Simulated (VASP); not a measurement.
# WSe2 in VASP: notebook

The runs below take WSe2 through single point, relaxation of cell and atoms, with LDA.

All numbers are computed with VASP 6.6.1; they aren't measurements. Logs are shortened: lines on timing, memory, paths and dates and some standing lists are left out, and cuts for length are marked.

## (1) The cell of the first run

The cell holds a slab with vacuum, 6 atoms: a = 3.249 Å, b = 3.249 Å, c = 23.628 Å, α = 90.00°, β = 90.00°, γ = 120.00°.

## (2) Single point, LDA

File INCAR:

```
PREC = Accurate
ENCUT = 520
EDIFF = 1E-6
ISMEAR = 0
SIGMA = 0.02
LREAL = False
LASPH = True
NELM = 60
ALGO = Normal
ISIF = 2
LWAVE = False
LCHARG = True
LELF = True
LVHAR = True
NBANDS = 35
```

File KPOINTS:

```
Automatic mesh
0
Gamma
  9 9 2
```

File POSCAR:

```
WSe2
1.0
    3.2486079436      0.0000000000      0.0000000000
   -1.6243039718      2.8133770061      0.0000000000
    0.0000000000      0.0000000000     23.6283233151
W Se
2 4
Direct
    0.6666666667      0.3333333333      0.1354666708
    0.3333333333      0.6666666667      0.8645333292
    0.3333333333      0.6666666667      0.2058884835
    0.6666666667      0.3333333333      0.9351101390
    0.3333333333      0.6666666667      0.0648898610
    0.6666666667      0.3333333333      0.7941115165
```

Potentials or basis: VASP PAW LDA potentials, release 64 (W_sv, Se).

The run is started by

```
> cat potpaw_LDA.64/W_sv/POTCAR potpaw_LDA.64/Se/POTCAR > POTCAR
> mpirun -np 1 vasp_std > vasp.out
```

OUTCAR:

```text
PREC = Accurate
   ENCUT = 520
   EDIFF = 1E-6
   ISMEAR = 0
   LREAL = False
   LASPH = True
   NELM = 60
   ISIF = 2

 ion  position               nearest neighbor table
   1  0.667  0.333  0.135-   3 2.51   3 2.51   3 2.51   5 2.51   5 2.51   5 2.51
   2  0.333  0.667  0.865-   6 2.51   6 2.51   6 2.51   4 2.51   4 2.51   4 2.51
   3  0.333  0.667  0.206-   1 2.51   1 2.51   1 2.51
   4  0.667  0.333  0.935-   2 2.51   2 2.51   2 2.51
   5  0.333  0.667  0.065-   1 2.51   1 2.51   1 2.51
   6  0.667  0.333  0.794-   2 2.51   2 2.51   2 2.51

  LATTYP: Found a hexagonal cell.
 ALAT       =     3.2486079436
 C/A-ratio  =     7.2733686937

  Lattice vectors:

 A1 = (   3.2486079436,   0.0000000000,   0.0000000000)
 A2 = (  -1.6243039718,   2.8133770061,   0.0000000000)
 A3 = (   0.0000000000,   0.0000000000,  23.6283233151)

Analysis of symmetry for initial positions (statically):
=====================================================================
 Subroutine PRICEL returns:
 Original cell was already a primitive cell.

 Routine SETGRP: Setting up the symmetry group for a
 hexagonal supercell.

 Subroutine GETGRP returns: Found 12 space group operations
 (whereof 12 operations were pure point group operations)
 out of a pool of 24 trial point group operations.

The static configuration has the point symmetry D_3d.

Analysis of symmetry for dynamics (positions and initial velocities):
=====================================================================
 Subroutine PRICEL returns:
 Original cell was already a primitive cell.

 Routine SETGRP: Setting up the symmetry group for a
 hexagonal supercell.

 Subroutine GETGRP returns: Found 12 space group operations
 (whereof 12 operations were pure point group operations)
 out of a pool of 24 trial point group operations.

The dynamic configuration has the point symmetry D_3d.

 Subroutine INISYM returns: Found 12 space group operations
 (whereof 12 operations are pure point group operations),
 and found     1 'primitive' translations

----------------------------------------------------------------------------------------

                                     Primitive cell

  volume of cell :     215.9525

  direct lattice vectors                    reciprocal lattice vectors
     3.248607944  0.000000000  0.000000000     0.307824156  0.177722360  0.000000000
    -1.624303972  2.813377006  0.000000000     0.000000000  0.355444719  0.000000000
     0.000000000  0.000000000 23.628323315     0.000000000  0.000000000  0.042322089

  length of vectors
     3.248607944  3.248607944 23.628323315     0.355444719  0.355444719  0.042322089

  position of ions in fractional coordinates (direct lattice)
     0.666666667  0.333333333  0.135466671
     0.333333333  0.666666667  0.864533329
     0.333333333  0.666666667  0.205888483
     0.666666667  0.333333333  0.935110139
     0.333333333  0.666666667  0.064889861
     0.666666667  0.333333333  0.794111517

  ion indices of the primitive-cell ions
   primitive index   ion index
                 1           1
                 2           2
                 3           3
                 4           4
                 5           5
                 6           6

----------------------------------------------------------------------------------------

 KPOINTS: Automatic mesh

Automatic generation of k-mesh.
 Grid dimensions read from file:
 generate k-points for:    9    9    2

 Generating k-lattice:

  Cartesian coordinates                     Fractional coordinates (reciprocal lattice)
     0.034202684  0.019746929  0.000000000     0.111111111 -0.000000000  0.000000000
     0.000000000  0.039493858  0.000000000     0.000000000  0.111111111  0.000000000
     0.000000000  0.000000000  0.021161044     0.000000000  0.000000000  0.500000000

  Length of vectors
     0.039493858  0.039493858  0.021161044

  Shift w.r.t. Gamma in fractional coordinates (k-lattice)
     0.000000000  0.000000000  0.000000000

 Subroutine IBZKPT returns following result:
 ===========================================

 Found     24 irreducible k-points:

 Following reciprocal coordinates:
            Coordinates               Weight
  0.000000  0.000000  0.000000      1.000000
  0.111111  0.000000  0.000000      6.000000
  0.222222  0.000000  0.000000      6.000000
  0.333333  0.000000  0.000000      6.000000
  0.444444  0.000000  0.000000      6.000000
  0.111111  0.111111  0.000000      6.000000
[... 16 lines left out ...]
  0.333333  0.222222  0.500000     12.000000
  0.333333  0.333333  0.500000      2.000000
   k-points           NKPTS =     24   k-points in BZ     NKDIM =     24   number of bands    NBANDS=     35
   number of dos      NEDOS =    301   number of ions     NIONS =      6
   total plane-waves  NPLWV = 103680
   dimension x,y,z NGX =    24 NGY =   24 NGZ =  180
   dimension x,y,z NGXF=    48 NGYF=   48 NGZF=  360
   ions per type =               2   4
[... 48 lines left out ...]
   NGX = 13   NGY = 13   NGZ = 87

 number of electron      51.9999999 magnetization

 Free energy of the ion-electron system (eV)
  ---------------------------------------------------
  ext. energy  EPLUGINS =         0.00000000
  ---------------------------------------------------
  free energy    TOTEN  =       -48.37098192 eV

  energy without entropy =      -48.37098192  energy(sigma->0) =      -48.37098192

 E-fermi :   1.2772     XC(G=0):  -6.5331

 val. band max:        1.1396215155   @ k =   0.0000   0.0000   0.0000
 cond. band min:       2.5177997543   @ k =   0.2222   0.1111   0.0000
 fundamental gap:      1.3781782388
 Fermi energy:         1.2771735120

 k-point     1 :       0.0000    0.0000    0.0000
  band No.  band energies     occupation
      1     -72.5060      2.00000
      2     -72.5060      2.00000
      3     -37.0558      2.00000
      4     -37.0557      2.00000
      5     -36.8791      2.00000
      6     -36.8791      2.00000
[... 27 lines left out ...]
     34       4.3647      0.00000
     35       5.5668      0.00000

 k-point     2 :       0.1111    0.0000    0.0000
  band No.  band energies     occupation
      1     -72.5045      2.00000
      2     -72.5045      2.00000
      3     -37.0494      2.00000
      4     -37.0494      2.00000
      5     -36.9119      2.00000
      6     -36.9119      2.00000
[... 27 lines left out ...]
     34       4.4584      0.00000
     35       6.0122      0.00000

 k-point     3 :       0.2222    0.0000    0.0000
  band No.  band energies     occupation
      1     -72.5006      2.00000
      2     -72.5006      2.00000
      3     -37.0333      2.00000
      4     -37.0333      2.00000
      5     -36.9941      2.00000
      6     -36.9941      2.00000
[... 27 lines left out ...]
     34       5.0824      0.00000
     35       6.6813      0.00000

 k-point     4 :       0.3333    0.0000    0.0000
  band No.  band energies     occupation
      1     -72.4962      2.00000
      2     -72.4962      2.00000
      3     -37.0861      2.00000
      4     -37.0860      2.00000
      5     -37.0149      2.00000
      6     -37.0149      2.00000
[... 27 lines left out ...]
     34       5.5314      0.00000
     35       6.9101      0.00000

 k-point     5 :       0.4444    0.0000    0.0000
  band No.  band energies     occupation
      1     -72.4934      2.00000
      2     -72.4934      2.00000
      3     -37.1453      2.00000
      4     -37.1453      2.00000
      5     -37.0029      2.00000
      6     -37.0028      2.00000
[... 638 lines left out ...]
 k-point    22 :       0.2222    0.2222    0.5000
  band No.  band energies     occupation
      1     -72.4943      2.00000
      2     -72.4943      2.00000
      3     -37.0913      2.00000
      4     -37.0913      2.00000
      5     -37.0068      2.00000
      6     -37.0068      2.00000
[... 27 lines left out ...]
     34       5.9405      0.00000
     35       7.4685      0.00000

 k-point    23 :       0.3333    0.2222    0.5000
  band No.  band energies     occupation
      1     -72.4921      2.00000
      2     -72.4921      2.00000
      3     -37.1127      2.00000
      4     -37.1127      2.00000
      5     -37.0083      2.00000
      6     -37.0083      2.00000
[... 27 lines left out ...]
     34       5.9662      0.00000
     35       6.6786      0.00000

 k-point    24 :       0.3333    0.3333    0.5000
  band No.  band energies     occupation
      1     -72.4914      2.00000
      2     -72.4914      2.00000
      3     -37.0849      2.00000
      4     -37.0849      2.00000
      5     -37.0561      2.00000
      6     -37.0561      2.00000
[... 27 lines left out ...]
     34       6.0539      0.00000
     35       7.1680      0.00000

------------------------ aborting loop because EDIFF is reached ----------------------------------------

  FORCE on cell =-STRESS in cart. coord.  units (eV):
  Direction    XX          YY          ZZ          XY          YZ          ZX
  --------------------------------------------------------------------------------------
  -------------------------------------------------------------------------------------
  Total        0.5234184      0.5234184      0.6822563      0.0000000     -0.0000000     -0.0000000
  in kB        3.8833045      3.8833045      5.0617422      0.0000000     -0.0000000     -0.0000000
  external PRESSURE =       4.2761171 kB  Pullay stress =       0.0000000 kB

 VOLUME and BASIS-vectors are now :
 -----------------------------------------------------------------------------
  energy-cutoff  :      520.00
  volume of cell :      215.95
      direct lattice vectors                 reciprocal lattice vectors
     3.248607944  0.000000000  0.000000000     0.307824156  0.177722360  0.000000000
    -1.624303972  2.813377006  0.000000000     0.000000000  0.355444719  0.000000000
     0.000000000  0.000000000 23.628323315     0.000000000  0.000000000  0.042322089

 POSITION                                       TOTAL-FORCE (eV/Angst)
 -----------------------------------------------------------------------------------
      1.62430      0.93779      3.20085        -0.000000     -0.000000      0.000576
     -0.00000      1.87558     20.42747         0.000000      0.000000     -0.000576
     -0.00000      1.87558      4.86480         0.000000      0.000000      0.105064
      1.62430      0.93779     22.09508        -0.000000      0.000000      0.103937
     -0.00000      1.87558      1.53324         0.000000     -0.000000     -0.103937
      1.62430      0.93779     18.76352        -0.000000     -0.000000     -0.105064
 -----------------------------------------------------------------------------------
    total drift:                                0.000000      0.000000     -0.000000

  FREE ENERGIE OF THE ION-ELECTRON SYSTEM (eV)
  ---------------------------------------------------
  free  energy   TOTEN  =       -48.3709819189 eV

  energy  without entropy=      -48.3709819189  energy(sigma->0) =      -48.37098192
```

Run time: 5.9 min. Hardware: 1 thread of AMD EPYC 7R43 (Zen 3), shared host; peak memory 0.3 GiB.

Results:

| Item | Value |
| --- | --- |
| Free energy | -48.3710 eV |
| Largest force | 0.105 eV/Å |
| Band gap on the k mesh | 1.38 eV (least direct gap 1.69 eV) |

Forces in eV/Å, atoms in the order of the input:
```
W    0.000  0.000  0.001
W    0.000  0.000 -0.001
Se   0.000  0.000  0.105
Se   0.000  0.000  0.104
Se   0.000  0.000 -0.104
Se   0.000  0.000 -0.105
```

Caveat: spin-orbit coupling is left out, which moves the levels of the heavy elements.

## (3) Single point, LDA

File INCAR:

```
SYSTEM = WSe2
ALGO = Normal
EDIFF = 1E-6
ENCUT = 520
ISIF = 2
ISMEAR = 0
LASPH = .TRUE.
LCHARG = .TRUE.
LELF = .TRUE.
LREAL = .FALSE.
LVHAR = .TRUE.
LWAVE = .FALSE.
NBANDS = 35
NELM = 80
PREC = Accurate
SIGMA = 0.05
```

File KPOINTS:

```
k-points
0
G
  9 9 2
  0 0 0
```

POSCAR is that of step 2.

Potentials or basis: VASP PAW LDA potentials, release 64 (W_sv, Se).

The run is started by

```
> cat potpaw_LDA.64/W_sv/POTCAR potpaw_LDA.64/Se/POTCAR > POTCAR
> mpirun -np 1 vasp_std > vasp.out
```

Run time: 6.2 min. Hardware: 1 thread of AMD EPYC 7R43 (Zen 3), shared host; peak memory 0.3 GiB.

It converged, with:

```yaml
Free_energy: -48.3710 eV
Largest_force: 0.105 eV/Å
Band_gap_on_the_k_mesh: 1.38 eV (least direct gap 1.69 eV)
```

Forces in eV/Å, atoms in the order of the input:
```
W    0.000  0.000  0.001
W    0.000  0.000 -0.001
Se   0.000  0.000  0.105
Se   0.000  0.000  0.104
Se   0.000  0.000 -0.104
Se   0.000  0.000 -0.105
```

Levels at points of the mesh, in eV from the valence-band top:
| k point | band 23 | band 24 | band 25 | band 26 | band 27 | band 28 | band 29 | band 30 |
| --- | --- | --- | --- | --- | --- | --- | --- | --- |
| (0.00, 0.00, 0.00) | -1.32 | -1.32 | -0.78 | 0.00 | 2.93 | 2.93 | 2.97 | 2.97 |
| (0.00, 0.00, 0.50) | -1.32 | -1.32 | -0.78 | 0.00 | 2.93 | 2.93 | 2.97 | 2.97 |

Caveat: spin-orbit coupling is left out, which moves the levels of the heavy elements.

## (4) Relaxation of cell and atoms, LDA

This run uses another cell than the first one.

File INCAR:

```
SYSTEM = WSe2
ALGO = Normal
EDIFF = 1E-6
EDIFFG = -0.005
ENCUT = 600
GGA = CA
IBRION = 2
ISIF = 3
ISMEAR = 0
LASPH = .TRUE.
LCHARG = .FALSE.
LREAL = .FALSE.
LWAVE = .FALSE.
NELM = 80
NSW = 100
PREC = Accurate
SIGMA = 0.02
```

KPOINTS is that of step 3.

File POSCAR:

```
WSe2
1.0
    3.3178532690      0.0000000000      0.0000000000
   -1.6589266345      2.8733452170      0.0000000000
    0.0000000000      0.0000000000     24.0685192700
W Se
2 4
Direct
    0.6666666700      0.3333333300      0.1415375200
    0.3333333300      0.6666666700      0.8584624800
    0.3333333300      0.6666666700      0.2105944900
    0.6666666700      0.3333333300      0.9275621000
    0.3333333300      0.6666666700      0.0724379000
    0.6666666700      0.3333333300      0.7894055100
```

The run is started by

```
> cat potpaw_LDA.64/W_sv/POTCAR potpaw_LDA.64/Se/POTCAR > POTCAR
> mpirun -np 1 vasp_std > vasp.out
```

Run time: 47 min. Hardware: 1 thread of Intel Xeon 6975P-C (Granite Rapids), shared host; peak memory 0.46 GiB.

The run converged. Its results:

| Quantity | Value |
| --- | --- |
| Free energy | -48.3741 eV |
| Relaxed cell | a = 3.253 Å, b = 3.253 Å, c = 22.905 Å, α = 90.00°, β = 90.00°, γ = 120.00° |
| Space group after relaxing (to 0.1 Å) | P-3m1 (No. 164) |
| Energy gained by relaxing | 17.8 meV/atom |
| Ionic steps | 35 |
| Largest force after relaxing | 0.004 eV/Å |
| Band gap on the k mesh | 1.37 eV (least direct gap 1.68 eV) |

Forces in eV/Å, atoms in the order of the input:
```
W    0.000  0.000 -0.004
W    0.000  0.000  0.004
Se   0.000  0.000  0.003
Se   0.000  0.000 -0.003
Se   0.000  0.000  0.003
Se   0.000  0.000 -0.003
```

Step by step:
```
step  energy change (eV)  largest force (eV/Å)  pressure (GPa)  volume (Å³)
   1              0.0000                0.3288           -2.56       229.45
   2              0.1614                1.5102            5.72       209.71
   3             -0.0662                0.3239           -0.02       222.26
   4             -0.0827                0.0560           -0.10       220.53
   5             -0.0827                0.0668           -0.09       220.60
   6             -0.0838                0.1030            0.05       219.91
   7             -0.0850                0.1986            0.42       218.11
   8             -0.0852                0.1979            0.41       218.05
   9             -0.0859                0.1959            0.41       217.87
  10             -0.0871                0.1915            0.41       217.50
  11             -0.0894                0.1830            0.40       216.77
  12             -0.0936                0.1663            0.38       215.30
  13             -0.0999                0.1317            0.37       212.38
  14             -0.0996                0.1974            0.47       206.55
  15             -0.1023                0.1404            0.43       209.83
  16             -0.1055                0.0726           -0.11       210.69
  17             -0.1055                0.0736           -0.12       210.73
  18             -0.1065                0.0412           -0.01       210.58
  19             -0.1065                0.0499            0.00       210.54
  20             -0.1066                0.0123            0.01       210.55
  21             -0.1066                0.0173            0.01       210.55
  22             -0.1066                0.0164            0.00       210.55
  23             -0.1066                0.0144            0.01       210.55
  24             -0.1066                0.0081            0.00       210.57
  25             -0.1066                0.0048           -0.02       210.58
  26             -0.1066                0.0036           -0.03       210.55
  27             -0.1066                0.0075           -0.02       210.46
  28             -0.1067                0.0207           -0.01       210.29
  29             -0.1066                0.0471            0.04       209.93
  30             -0.1067                0.0281            0.02       210.19
  31             -0.1067                0.0249            0.01       210.23
  32             -0.1067                0.0240            0.00       210.22
  33             -0.1067                0.0209            0.01       210.17
  34             -0.1067                0.0151            0.00       210.09
  35             -0.1067                0.0039            0.01       209.92
```

Final structure:
```
W Se
1.0
     3.25309    0.00000    0.00000
    -1.62655    2.81726    0.00000
     0.00000    0.00000   22.90479
W Se
2 4
Direct
  0.66667 0.33333 0.13977
  0.33333 0.66667 0.86023
  0.33333 0.66667 0.21258
  0.66667 0.33333 0.93322
  0.33333 0.66667 0.06678
  0.66667 0.33333 0.78742
```

Levels at points of the mesh, in eV from the valence-band top:
| k point | band 22 | band 23 | band 24 | band 25 | band 26 | band 27 | band 28 | band 29 | band 30 | band 31 |
| --- | --- | --- | --- | --- | --- | --- | --- | --- | --- | --- |
| (0.00, 0.00, 0.00) | -1.34 | -1.31 | -1.31 | -0.78 | 0.00 | 2.91 | 2.91 | 2.96 | 2.96 | 3.10 |
| (0.00, 0.00, 0.50) | -1.34 | -1.31 | -1.31 | -0.78 | 0.00 | 2.91 | 2.91 | 2.96 | 2.96 | 3.10 |

Caveat: spin-orbit coupling is left out, which moves the levels of the heavy elements.

## (5) Summary

```tsv
task	cell	cutoff (eV)	smearing	gap on the mesh (eV)	largest force (eV/Å)
single point	a = 3.249, b = 3.249, c = 23.628 Å, angles 90.0, 90.0, 120.0°, 6 atoms, atomic positions A	520	gaussian 0.02 eV	1.38	0.11
single point	a = 3.249, b = 3.249, c = 23.628 Å, angles 90.0, 90.0, 120.0°, 6 atoms, atomic positions A	520	gaussian 0.05 eV	1.38	0.11
relaxation of cell and atoms	relaxed from a = 3.318, b = 3.318, c = 24.069 Å, angles 90.0, 90.0, 120.0°, 6 atoms, atomic positions B	600	gaussian 0.02 eV	1.37	-
```

Alike in all rows: level LDA; potentials or basis VASP PAW LDA potentials, release 64 (W_sv, Se); no spin polarisation; k mesh 9 × 9 × 2.

Caveats: spin-orbit coupling is left out, which moves the levels of the heavy elements.

Total energies depend on the potentials used, so only differences within one code and one set of settings carry meaning.
